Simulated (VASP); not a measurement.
**Ca: single point with PBEsol**

Ca:

```
CELL_PARAMETERS angstrom
-2.06080 2.06080 2.06080
2.06080 -2.06080 2.06080
2.06080 2.06080 -2.06080
ATOMIC_POSITIONS crystal
Ca 0.00000 0.00000 0.00000
```

This cell differs from its parent crystal: strain -0.080 along x and y, -0.080 along z.

```yaml
Program: VASP 6.6.1
Task: single point
Functional: PBEsol
Potentials_or_basis: VASP PAW PBE potentials, release 64 (Ca_sv)
Cutoff: 520 eV
k_mesh: 16 × 16 × 16
Occupations: gaussian, width 0.15 eV
Spin: no spin polarisation
```

```yaml
Pressure: 3.0 GPa
Band_gap_on_the_k_mesh: zero (band 5 reaches 3.10 eV, above the bottom of band 6 at 2.53 eV)
```

Levels at points of the mesh, in eV from the Fermi level:
```csv
k point,band 1,band 2,band 3,band 4,band 5,band 6,band 7,band 8,band 9,band 10
"(0.00, 0.00, 0.00)",-41.43,-22.38,-22.38,-22.38,-4.40,2.55,2.55,2.55,3.84,3.84
"(0.50, 0.00, 0.00)",-41.39,-22.66,-22.47,-22.38,-1.03,0.22,1.37,3.78,4.21,5.18
"(0.50, 0.50, 0.50)",-41.37,-22.57,-22.57,-22.57,-0.19,-0.19,4.76,4.76,4.76,4.89
```

Wall time 35 s on 1 thread of Intel(R) Xeon(R) Platinum 8259CL CPU @ 2.50GHz (Skylake/Cascade Lake), on a shared host, peak memory 0.19 GiB.

Caveat: the cell differs from its parent crystal (strain -0.080 along x and y, -0.080 along z); the PAW data sets were made with another functional, which shifts forces and pressure a little.
